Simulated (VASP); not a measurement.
Wanted: the native input for a VASP 6.6.1 run.

| Item | Value |
| --- | --- |
| Task | single point |
| Functional | LDA |
| Potentials or basis | VASP PAW LDA potentials, release 64 (Cd_sv_GW) |
| Cutoff | 630 eV |
| k mesh | 10 × 10 × 5 |
| Occupations | fermi-dirac, width 0.1 eV |
| Spin | no spin polarisation |
| Dipole correction | no |
| Further INCAR settings | ALGO = Normal; EDIFF = 1e-06; NBANDS = 27 |

The structure of Cd lies in POSCAR:

```
Cd
1.0
    2.8818641727      0.0000000000      0.0000000000
   -1.4409320863      2.4957675838      0.0000000000
    0.0000000000      0.0000000000      5.6383707528
Cd
2
Direct
    0.3333333333      0.6666666667      0.2500000000
    0.6666666667      0.3333333333      0.7500000000
```

The input as run:

INCAR

```
PREC = Accurate
ENCUT = 630
EDIFF = 1E-6
ISMEAR = -1
SIGMA = 0.1
LREAL = False
LASPH = True
NELM = 120
ALGO = Normal
ISIF = 2
LWAVE = False
LCHARG = True
GGA = CA
LELF = True
LVHAR = True
NBANDS = 27
GGA_COMPAT = False
```

KPOINTS

```
Automatic mesh
0
Gamma
  10 10 5
```

Potentials or basis: VASP PAW LDA potentials, release 64 (Cd_sv_GW).

Command:

```console
$ cat potpaw_LDA.64/Cd_sv_GW/POTCAR > POTCAR
$ mpirun -np 1 vasp_std > vasp.out
```

It gave:

```yaml
Pressure: 0.0 GPa
Band_gap_on_the_k_mesh: zero (bands 20 and 21 overlap by 4.71 eV)
```

Wall time 20 s on 1 thread of Intel(R) Xeon(R) 6975P-C (Granite Rapids) (shared host), peak memory 0.18 GiB.
